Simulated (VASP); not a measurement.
A run of VASP 6.6.1:

The input INCAR:

```
SYSTEM = Sb
PREC = Accurate
ENCUT = 500
EDIFF = 1E-6
ISMEAR = 0
SIGMA = 0.1
LREAL = .False.
LASPH = .True.
NELM = 120
ALGO = Normal
ISIF = 2
LWAVE = .False.
LCHARG = .True.
GGA = PE
LELF = .True.
LVHAR = .True.
NBANDS = 22
GGA_COMPAT = .False.
```

Contents of KPOINTS:

```
Automatic mesh
0
Gamma
  14 10 10
  0 0 0
```

The input POSCAR:

```
Sb
1.0
    3.2971066448      0.0000000000      0.0000000000
    0.0000000000      4.3304775124      0.0000000000
   -0.0100659852      0.0000000000      4.3291999411
Sb
2
Direct
    0.0000091016      0.7500000000      0.7499771490
    0.9999908984      0.2500000000      0.2500228510
```

Potentials or basis: VASP PAW PBE potentials, release 64 (Sb_d_GW).

Launch:

```bash
$ cat potpaw_PBE.64/Sb_d_GW/POTCAR > POTCAR
$ mpirun -np 1 vasp_std > vasp.out
```

Hardware: 1 thread of Intel(R) Xeon(R) 6975P-C (Granite Rapids) (shared host).

How long does it take, and how much memory?

It took 2.6 min on 1 thread of Intel(R) Xeon(R) 6975P-C (Granite Rapids), with other jobs on the host, peak memory 0.61 GiB. Counts: scf iterations 11, k points 432.
